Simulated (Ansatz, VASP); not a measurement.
**P in VASP and in Ansatz**

```xyz
7
Lattice="-3.3225 0.0000 4.1669 -3.3225 0.0000 -4.1669 1.6613 -5.0958 0.0000" Properties=species:S:1:pos:R:3 pbc="T T T"
P    -0.1861   -0.9085   -0.1708
P    -1.7582   -0.9292    2.5890
P    -1.7474   -0.8094   -1.7737
P    -1.8211   -5.0101   -0.3782
P    -5.0281   -3.8488    0.4381
P    -3.0008   -3.8288   -1.8558
P    -3.0710   -3.9640    1.4510
```

Change from the starting cell: P vacancy (site f), charge +0, atoms relaxed at the host's cell.

Alike in both runs: functional PBE; dispersion D3(BJ); k mesh 5 × 5 × 5; occupations gaussian, width 0.1 eV; no spin polarisation.

Ansatz relaxed the structure, and its values are those at the end. VASP's run is a single point on that final structure, the one shown.

|  | VASP | Ansatz |
| --- | --- | --- |
| version | VASP 6.6.1 | Ansatz 0.2.0 |
| potentials or method | VASP PAW PBE potentials, release 64 (P), cutoff 520 eV | scalar-relativistic, plane waves, PAW |
| valence electrons in the cell | 35 | 35 |

```csv
,VASP,Ansatz,Ansatz less VASP
gap on the k mesh at the Fermi level (eV),none,none,-
rms of the force components (eV/Å),0.044,0.009,-0.0347
```

A gap of «none» marks a metal or a gap that the smearing closes.
